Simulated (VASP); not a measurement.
# Ti (P6_3/mmc) in VASP: further runs

The runs below take Ti through single point, with r2SCAN.

Program: VASP 6.6.1. These are calculated values, not measurements. Logs are shortened: lines on timing, memory, paths and dates and some standing lists are left out, and cuts for length are marked.

### Step 1. The cell of the first run

The structure is hexagonal, space group P6_3/mmc (No. 194). The conventional cell has a = 3.072 Å, b = 3.072 Å, c = 4.453 Å, α = 90.00°, β = 90.00°, γ = 120.00°. Ti (site symmetry -6m2) has 12 Ti at 2.85 to 3.07 Å within 3.8 Å.

### Step 2. Single point, r2SCAN

POSCAR

```
Ti
1.0
    3.0721000000      0.0000000000      0.0000000000
   -1.5360500000      2.6605166430      0.0000000000
    0.0000000000      0.0000000000      4.4529000000
Ti
2
Direct
    0.3333333333      0.6666666667      0.2500000000
    0.6666666667      0.3333333333      0.7500000000
```

INCAR.step1

```
SYSTEM = Ti
PREC = Accurate ; ENCUT = 520
ISMEAR = 1 ; SIGMA = 0.05
LREAL = .False. ; LASPH = .True.
NELM = 80 ; NBANDS = 19
GGA = PE ; ALGO = Normal
EDIFF = 1E-4 ; LWAVE = .True.
LCHARG = .False.
```

INCAR.step2

```
SYSTEM = Ti
PREC = Accurate ; ENCUT = 520
EDIFF = 1E-7 ; ISMEAR = 1
SIGMA = 0.05 ; LREAL = .False.
LASPH = .True. ; NELM = 80
ALGO = Normal ; ISIF = 2
LWAVE = .False. ; LCHARG = .False.
METAGGA = R2SCAN ; LMIXTAU = .True.
NBANDS = 19 ; ISTART = 1
```

KPOINTS

```
Automatic mesh
0
Gamma
  18 18 10
  0 0 0
```

Potentials or basis: VASP PAW PBE potentials, release 64 (Ti_sv).

Launch:

```bash
$ cat potpaw_PBE.64/Ti_sv/POTCAR > POTCAR
$ cp INCAR.step1 INCAR
$ mpirun -np 1 vasp_std > vasp.out
$ cp INCAR.step2 INCAR
$ mpirun -np 1 vasp_std > vasp.out
```

OUTCAR:

```text
SYSTEM = Ti
   PREC = Accurate
   ENCUT = 520
   EDIFF = 1E-7
   ISMEAR = 1
   LREAL = .False.
   LASPH = .True.
   NELM = 80
   ISIF = 2
   METAGGA = R2SCAN
   ISTART = 1

 ion  position               nearest neighbor table
   1  0.333  0.667  0.250-   2 2.85   2 2.85   2 2.85   2 2.85   2 2.85   2 2.85
   2  0.667  0.333  0.750-   1 2.85   1 2.85   1 2.85   1 2.85   1 2.85   1 2.85

  LATTYP: Found a hexagonal cell.
 ALAT       =     3.0721000000
 C/A-ratio  =     1.4494645357

  Lattice vectors:

 A1 = (   3.0721000000,   0.0000000000,   0.0000000000)
 A2 = (  -1.5360500000,   2.6605166430,   0.0000000000)
 A3 = (   0.0000000000,   0.0000000000,   4.4529000000)

Analysis of symmetry for initial positions (statically):
=====================================================================
 Subroutine PRICEL returns:
 Original cell was already a primitive cell.

 Routine SETGRP: Setting up the symmetry group for a
 hexagonal supercell.

 Subroutine GETGRP returns: Found 24 space group operations
 (whereof 12 operations were pure point group operations)
 out of a pool of 24 trial point group operations.

The static configuration has the point symmetry D_3d.
 The point group associated with its full space group is D_6h.

Analysis of symmetry for dynamics (positions and initial velocities):
=====================================================================
 Subroutine PRICEL returns:
 Original cell was already a primitive cell.

 Routine SETGRP: Setting up the symmetry group for a
 hexagonal supercell.

 Subroutine GETGRP returns: Found 24 space group operations
 (whereof 12 operations were pure point group operations)
 out of a pool of 24 trial point group operations.

The dynamic configuration has the point symmetry D_3d.
 The point group associated with its full space group is D_6h.

 Subroutine INISYM returns: Found 24 space group operations
 (whereof 12 operations are pure point group operations),
 and found     1 'primitive' translations

----------------------------------------------------------------------------------------

                                     Primitive cell

  volume of cell :      36.3952

  direct lattice vectors                    reciprocal lattice vectors
     3.072100000  0.000000000  0.000000000     0.325510237  0.187933423  0.000000000
    -1.536050000  2.660516643  0.000000000     0.000000000  0.375866846  0.000000000
     0.000000000  0.000000000  4.452900000     0.000000000  0.000000000  0.224572750

  length of vectors
     3.072100000  3.072100000  4.452900000     0.375866846  0.375866846  0.224572750

  position of ions in fractional coordinates (direct lattice)
     0.333333333  0.666666667  0.250000000
     0.666666667  0.333333333  0.750000000

  ion indices of the primitive-cell ions
   primitive index   ion index
                 1           1
                 2           2

----------------------------------------------------------------------------------------

 KPOINTS: Automatic mesh

Automatic generation of k-mesh.
 Grid dimensions read from file:
 generate k-points for:   18   18   10

 Generating k-lattice:

  Cartesian coordinates                     Fractional coordinates (reciprocal lattice)
     0.018083902  0.010440746  0.000000000     0.055555556 -0.000000000  0.000000000
     0.000000000  0.020881491  0.000000000     0.000000000  0.055555556  0.000000000
     0.000000000  0.000000000  0.022457275     0.000000000  0.000000000  0.100000000

  Length of vectors
     0.020881491  0.020881491  0.022457275

  Shift w.r.t. Gamma in fractional coordinates (k-lattice)
     0.000000000  0.000000000  0.000000000

 Subroutine IBZKPT returns following result:
 ===========================================

 Found    222 irreducible k-points:

 Following reciprocal coordinates:
            Coordinates               Weight
  0.000000  0.000000  0.000000      1.000000
  0.055556 -0.000000  0.000000      6.000000
  0.111111 -0.000000  0.000000      6.000000
  0.166667 -0.000000  0.000000      6.000000
  0.222222 -0.000000  0.000000      6.000000
  0.277778 -0.000000  0.000000      6.000000
[... 16 lines left out ...]
  0.333333  0.111111  0.000000     12.000000
  0.388889  0.111111  0.000000     12.000000
 [... further k-points ...]
   k-points           NKPTS =    222   k-points in BZ     NKDIM =    222   number of bands    NBANDS=     19
   number of dos      NEDOS =    301   number of ions     NIONS =      2
   total plane-waves  NPLWV =  20736
   dimension x,y,z NGX =    24 NGY =   24 NGZ =   36
   dimension x,y,z NGXF=    48 NGYF=   48 NGZF=   72
   ions per type =               2
   NGX,Y,Z   is equivalent  to a cutoff of  12.99, 12.99, 13.44 a.u.
   NGXF,Y,Z  is equivalent  to a cutoff of  25.98, 25.98, 26.88 a.u.
 SYSTEM =  Ti
   PREC   = accura    normal or accurate (medium, high low for compatibility)
   ISTART =      1    job   : 0-new  1-cont  2-samecut
   ICHARG =      0    charge: 1-file 2-atom 10-const
   ISPIN  =      1    spin polarized calculation?
   LNONCOLLINEAR =      F non collinear calculations
   LSORBIT =      F    spin-orbit coupling
   LASPH  =      T    aspherical Exc in radial PAW
   ENCUT  =  520.0 eV  38.22 Ry    6.18 a.u.   5.71  5.71  8.28*2*pi/ulx,y,z
   NELM   =     80;   NELMIN=  2; NELMDL=  0     # of ELM steps
   EDIFF  = 0.1E-06   stopping-criterion for ELM
   LREAL  =      F    real-space projection
   EDIFFG = 0.1E-05   stopping-criterion for IOM
   NSW    =      0    number of steps for IOM
   IBRION =     -1    ionic relax: 0-MD 1-quasi-New 2-CG
   NFREE  =      0    steps in history (QN), initial steepest desc. (CG)
   ISIF   =      2    stress and relaxation
   ISYM   =      2    0-nonsym 1-usesym 2-fastsym
   POTIM  = 0.5000    time-step for ionic-motion
   TEBEG  =    0.0;   TEEND  =   0.0 temperature during run
   PSTRESS=    0.0 pullay stress
   NELECT =      24.0000    total number of electrons
   NUPDOWN=      -1.0000    fix difference up-down
   EMIN   =  10.00;   EMAX   =-10.00  energy-range for DOS
   EFERMI =   0.00;   METHOD = LEGACY
   ISMEAR =     1;   SIGMA  =   0.05  broadening in eV -4-tet -1-fermi 0-gaus
   EFERMI_NEDOS =   21; number of points for ismear=-14 and -15
   IALGO  =     38    algorithm
   IMIX   =      4    mixing-type and parameters
     AMIX     =   0.40;   BMIX     =  1.00
     AMIX_MAG =   1.60;   BMIX_MAG =  1.00
  volume/ion in A,a.u.               =      18.20       122.80
  Fermi-wavevector in a.u.,A,eV,Ry     =   1.424942  2.692750 27.626077  2.030459
  Thomas-Fermi vector in A             =   2.545379
   LORBIT       =      0    0 simple, 1 ext, 2 COOP (PROOUT), +10 PAW based schemes
   METAGGA = R2SCAN    functional components
   LHFCALC =     F    Hartree Fock is set to
   AEXX    =    0.0000 exact exchange contribution
   IVDW    =     0    specifies the selected vdW correction
   LEPSILON=     F    determine dielectric tensor
   LRPA    =     F    only Hartree local field effects (RPA)
 non-spin polarized calculation
 Methfessel and Paxton  Order N= 1 SIGMA  =   0.05
  energy-cutoff  :      520.00
  volume of cell :       36.40
 maximum number of plane-waves:      1000
 NGX is ok and might be reduce to    24

 number of electron      23.9999991 magnetization

 Free energy of the ion-electron system (eV)
  ---------------------------------------------------
  ext. energy  EPLUGINS =         0.00000000
  ---------------------------------------------------
  free energy    TOTEN  =       -25.81181006 eV

  energy without entropy =      -25.81117251  energy(sigma->0) =      -25.81159755

 E-fermi :   7.9462     XC(G=0): -12.1530

 val. band max:        7.9442823798   @ k =   0.3333   0.1667   0.4000
 cond. band min:       7.9487462934   @ k =   0.0556   0.0556   0.5000
 fundamental gap:      0.0044639136
 Fermi energy:         7.9462321217

 k-point     1 :       0.0000    0.0000    0.0000
  band No.  band energies     occupation
      1     -51.4453      2.00000
      2     -51.2849      2.00000
      3     -27.0164      2.00000
      4     -26.4243      2.00000
      5     -26.4242      2.00000
      6     -26.2867      2.00000
[... 11 lines left out ...]
     18       9.3649      0.00000
     19      11.0706      0.00000

 k-point     2 :       0.0556   -0.0000    0.0000
  band No.  band energies     occupation
      1     -51.4430      2.00000
      2     -51.2847      2.00000
      3     -27.0102      2.00000
      4     -26.4335      2.00000
      5     -26.4282      2.00000
      6     -26.2968      2.00000
[... 11 lines left out ...]
     18       9.4586      0.00000
     19      11.1028      0.00000

 k-point     3 :       0.1111   -0.0000    0.0000
  band No.  band energies     occupation
      1     -51.4360      2.00000
      2     -51.2842      2.00000
      3     -26.9918      2.00000
      4     -26.4603      2.00000
      5     -26.4393      2.00000
      6     -26.3257      2.00000
[... 11 lines left out ...]
     18       9.6515      0.00000
     19      11.1862      0.00000

 k-point     4 :       0.1667   -0.0000    0.0000
  band No.  band energies     occupation
      1     -51.4251      2.00000
      2     -51.2837      2.00000
      3     -26.9623      2.00000
      4     -26.5018      2.00000
      5     -26.4557      2.00000
      6     -26.3691      2.00000
[... 11 lines left out ...]
     18       9.8759      0.00000
     19      11.2940      0.00000

 k-point     5 :       0.2222   -0.0000    0.0000
  band No.  band energies     occupation
      1     -51.4111      2.00000
      2     -51.2836      2.00000
      3     -26.9234      2.00000
      4     -26.5535      2.00000
      5     -26.4751      2.00000
      6     -26.4210      2.00000
[... 11 lines left out ...]
     18      10.1258      0.00000
     19      11.4028      0.00000
[... 334 lines left out ...]
      2     -51.2850      2.00000
      3     -26.8625      2.00000
      4     -26.6050      2.00000
      5     -26.5485      2.00000
      6     -26.4488      2.00000
[... 11 lines left out ...]
     18      10.6258      0.00000
     19      11.4992      0.00000

 k-point    22 :       0.2778    0.1111    0.0000
  band No.  band energies     occupation
      1     -51.3742      2.00000
      2     -51.2875      2.00000
      3     -26.8139      2.00000
      4     -26.6564      2.00000
      5     -26.5696      2.00000
      6     -26.4862      2.00000
[... 11 lines left out ...]
     18      11.0032      0.00000
     19      11.5641      0.00000

 k-point    23 :       0.3333    0.1111    0.0000
  band No.  band energies     occupation
      1     -51.3595      2.00000
      2     -51.2913      2.00000
      3     -26.7662      2.00000
      4     -26.6990      2.00000
      5     -26.5829      2.00000
      6     -26.5199      2.00000
[... 11 lines left out ...]
     18      11.4145      0.00000
     19      11.6111      0.00000

 k-point    24 :       0.3889    0.1111    0.0000
  band No.  band energies     occupation
      1     -51.3483      2.00000
      2     -51.2955      2.00000
      3     -26.7272      2.00000
      4     -26.7269      2.00000
      5     -26.5880      2.00000
      6     -26.5451      2.00000
[... 11 lines left out ...]
     18      11.6392      0.00000
     19      11.8447      0.00000

 [... further k-points ...]
[... 5 lines left out ...]
  --------------------------------------------------------------------------------------
  -------------------------------------------------------------------------------------
  Total       -1.8009821     -1.8009821      0.2269947      0.0000000      0.0000000      0.0000000
  in kB      -79.2822020    -79.2822020      9.9926825      0.0000000      0.0000000      0.0000000
  external PRESSURE =     -49.5239071 kB  Pullay stress =       0.0000000 kB

 VOLUME and BASIS-vectors are now :
 -----------------------------------------------------------------------------
  energy-cutoff  :      520.00
  volume of cell :       36.40
      direct lattice vectors                 reciprocal lattice vectors
     3.072100000  0.000000000  0.000000000     0.325510237  0.187933423  0.000000000
    -1.536050000  2.660516643  0.000000000     0.000000000  0.375866846  0.000000000
     0.000000000  0.000000000  4.452900000     0.000000000  0.000000000  0.224572750

 POSITION                                       TOTAL-FORCE (eV/Angst)
 -----------------------------------------------------------------------------------
     -0.00000      1.77368      1.11322        -0.000000     -0.000000      0.000000
      1.53605      0.88684      3.33967         0.000000      0.000000      0.000000
 -----------------------------------------------------------------------------------
    total drift:                               -0.000000      0.000000     -0.000000

  FREE ENERGIE OF THE ION-ELECTRON SYSTEM (eV)
  ---------------------------------------------------
  free  energy   TOTEN  =       -25.8118100635 eV

  energy  without entropy=      -25.8111725107  energy(sigma->0) =      -25.81159755
```

Wall time 7.3 min (1 thread of Intel Xeon Platinum 8259CL at 2.50GHz (Skylake/Cascade Lake), shared host); peak memory 0.25 GiB.

What came out:

```
Free energy            : -25.8118 eV
Pressure               : -5.0 GPa
Band gap on the k mesh : zero (bands 12 and 13 overlap by 1.14 eV)
```

Stress tensor (GPa, compression positive):
```
-7.93  0.00  0.00
 0.00 -7.93  0.00
 0.00  0.00  1.00
```

Caveat: the stress differs along the axes, from -8 to 1 GPa; the PAW data sets were made with another functional, which shifts forces and pressure a little.

### Step 3. Single point, r2SCAN

This run uses another cell than the first one, of the same volume but with other edges.

POSCAR

```
Ti
1.0
    3.1405000000      0.0000000000      0.0000000000
   -1.5702500000      2.7197527806      0.0000000000
    0.0000000000      0.0000000000      4.2673000000
Ti
2
Direct
    0.3333333333      0.6666666667      0.2500000000
    0.6666666667      0.3333333333      0.7500000000
```

INCAR.step1

```
SYSTEM = Ti
ALGO = Normal
EDIFF = 1E-4
ENCUT = 520
GGA = PE
ISMEAR = 1
LASPH = .True.
LCHARG = .False.
LREAL = .False.
LWAVE = .True.
NBANDS = 19
NELM = 60
PREC = Accurate
SIGMA = 0.05
```

INCAR.step2

```
SYSTEM = Ti
ALGO = Normal
EDIFF = 1E-6
ENCUT = 520
ISIF = 2
ISMEAR = 1
ISTART = 1
LASPH = .True.
LCHARG = .False.
LMIXTAU = .True.
LREAL = .False.
LWAVE = .False.
METAGGA = R2SCAN
NBANDS = 19
NELM = 60
PREC = Accurate
SIGMA = 0.05
```

KPOINTS

```
k-points
0
Gamma
  18 18 10
  0 0 0
```

Potentials or basis: VASP PAW PBE potentials, release 64 (Ti_sv).

Launch:

```bash
$ cat potpaw_PBE.64/Ti_sv/POTCAR > POTCAR
$ cp INCAR.step1 INCAR
$ mpirun -np 1 vasp_std > vasp.out
$ cp INCAR.step2 INCAR
$ mpirun -np 1 vasp_std > vasp.out
```

It took 6.5 min on 1 thread of Intel Xeon Platinum 8259CL at 2.50GHz (Skylake/Cascade Lake), shared host; peak memory 0.25 GiB.

The run converged. Its results:

| Property | Result |
| --- | --- |
| Free energy | -25.6970 eV |
| Pressure | -4.8 GPa |
| Band gap on the k mesh | zero (bands 12 and 13 overlap by 1.13 eV) |

Stress tensor (GPa, compression positive):
```
-9.33  0.00  0.00
 0.00 -9.33  0.00
 0.00  0.00  4.16
```

Levels at points of the mesh, in eV from the Fermi level:
```
           k point  band 9  band 10  band 11  band 12  band 13  band 14  band 15  band 16
(0.00, 0.00, 0.00)   -6.49    -2.75     0.59     0.59     1.01     1.01     1.37     1.37
(0.50, 0.00, 0.00)   -2.68    -2.31    -1.56    -1.41    -0.08     1.21     1.83     2.79
(0.00, 0.00, 0.50)   -4.23    -4.23     0.22     0.22     0.22     0.22     0.69     0.69
(0.50, 0.00, 0.50)   -2.50    -2.50    -0.58    -0.58     1.13     1.13     1.34     1.34
```

Caveat: the stress differs along the axes, from -9 to 4 GPa; the PAW data sets were made with another functional, which shifts forces and pressure a little.

### Step 4. Single point, r2SCAN

This run uses another cell than the first one, of 18.49 Å³/atom.

POSCAR

```
Ti
1.0
    2.8666000000      0.0000000000      0.0000000000
   -1.4333000000      2.4825484225      0.0000000000
    0.0000000000      0.0000000000      5.1950000000
Ti
2
Direct
    0.3333333333      0.6666666667      0.2500000000
    0.6666666667      0.3333333333      0.7500000000
```

INCAR.step1

```
ALGO = Normal ; EDIFF = 1E-4
ENCUT = 520 ; GGA = PE
ISMEAR = 1 ; LASPH = True
LCHARG = False ; LREAL = False
LWAVE = True ; NBANDS = 19
NELM = 60 ; PREC = Accurate
SIGMA = 0.05
```

INCAR.step2

```
ALGO = Normal ; EDIFF = 1E-6
ENCUT = 520 ; ISIF = 2
ISMEAR = 1 ; ISTART = 1
LASPH = True ; LCHARG = False
LMIXTAU = True ; LREAL = False
LWAVE = False ; METAGGA = R2SCAN
NBANDS = 19 ; NELM = 60
PREC = Accurate ; SIGMA = 0.05
```

KPOINTS

```
k-points
0
Gamma
  18 18 10
```

Potentials or basis: VASP PAW PBE potentials, release 64 (Ti_sv).

Launch:

```bash
$ cat potpaw_PBE.64/Ti_sv/POTCAR > POTCAR
$ cp INCAR.step1 INCAR
$ mpirun -np 1 vasp_std > vasp.out
$ cp INCAR.step2 INCAR
$ mpirun -np 1 vasp_std > vasp.out
```

OUTCAR:

```text
EDIFF = 1E-6
   ENCUT = 520
   ISIF = 2
   ISMEAR = 1
   ISTART = 1
   LASPH = True
   LREAL = False
   METAGGA = R2SCAN
   NELM = 60
   PREC = Accurate

 ion  position               nearest neighbor table
   1  0.333  0.667  0.250-
   2  0.667  0.333  0.750-

  LATTYP: Found a hexagonal cell.
 ALAT       =     2.8666000000
 C/A-ratio  =     1.8122514477

  Lattice vectors:

 A1 = (   2.8666000000,   0.0000000000,   0.0000000000)
[... 189 lines left out ...]
      1     -51.5332      2.00000
      2     -51.4693      2.00000
      3     -26.9380      2.00000
      4     -26.5038      2.00000
      5     -26.3749      2.00000
      6     -26.3748      2.00000
[... 505 lines left out ...]
      6     -26.5653      2.00000
[... 11 lines left out ...]
     18      11.2499      0.00000
     19      12.1900      0.00000

 [... further k-points ...]
[... 5 lines left out ...]
  --------------------------------------------------------------------------------------
  -------------------------------------------------------------------------------------
  Total       -0.2765167     -0.2765167     -3.8271384      0.0000000     -0.0000000      0.0000000
  in kB      -11.9834401    -11.9834401   -165.8572160      0.0000000     -0.0000000      0.0000000
  external PRESSURE =     -63.2746988 kB  Pullay stress =       0.0000000 kB

 VOLUME and BASIS-vectors are now :
 -----------------------------------------------------------------------------
  energy-cutoff  :      520.00
  volume of cell :       36.97
      direct lattice vectors                 reciprocal lattice vectors
     2.866600000  0.000000000  0.000000000     0.348845322  0.201405941  0.000000000
    -1.433300000  2.482548422  0.000000000     0.000000000  0.402811881  0.000000000
     0.000000000  0.000000000  5.195000000     0.000000000  0.000000000  0.192492782

 POSITION                                       TOTAL-FORCE (eV/Angst)
 -----------------------------------------------------------------------------------
     -0.00000      1.65503      1.29875        -0.000000     -0.000000      0.000000
      1.43330      0.82752      3.89625         0.000000      0.000000      0.000000
 -----------------------------------------------------------------------------------
    total drift:                                0.000000     -0.000000      0.000000

  FREE ENERGIE OF THE ION-ELECTRON SYSTEM (eV)
  ---------------------------------------------------
  free  energy   TOTEN  =       -25.6847325629 eV

  energy  without entropy=      -25.6846148220  energy(sigma->0) =      -25.68469332
```

Wall time 9.2 min (1 thread of Intel Xeon Platinum 8259CL at 2.50GHz (Skylake/Cascade Lake), shared host); peak memory 0.26 GiB.

Results:

* Free energy: -25.6847 eV
* Pressure: -6.3 GPa
* Band gap on the k mesh: zero (bands 12 and 13 overlap by 0.51 eV)

Stress tensor (GPa, compression positive):
```
 -1.20   0.00   0.00
  0.00  -1.20   0.00
  0.00   0.00 -16.59
```

Levels at points of the mesh, in eV from the Fermi level:
| k point | band 8 | band 9 | band 10 | band 11 | band 12 | band 13 | band 14 | band 15 | band 16 | band 17 |
| --- | --- | --- | --- | --- | --- | --- | --- | --- | --- | --- |
| (0.00, 0.00, 0.00) | -34.09 | -6.47 | -2.92 | -0.71 | 0.11 | 0.97 | 0.97 | 1.25 | 1.25 | 2.36 |
| (0.50, 0.00, 0.00) | -34.21 | -2.31 | -2.11 | -1.88 | -0.35 | 0.19 | 0.74 | 1.27 | 3.33 | 3.75 |
| (0.00, 0.00, 0.50) | -34.11 | -4.92 | -4.92 | -0.47 | -0.47 | 1.01 | 1.01 | 1.01 | 1.01 | 2.93 |
| (0.50, 0.00, 0.50) | -34.25 | -2.50 | -2.50 | -1.04 | -1.04 | 1.27 | 1.27 | 2.17 | 2.17 | 3.55 |

Caveat: the stress differs along the axes, from -17 to -1 GPa; the PAW data sets were made with another functional, which shifts forces and pressure a little.

[end of part 1 of 2]

The gap in the log of VASP goes by the Fermi energy; the results here count the filled bands.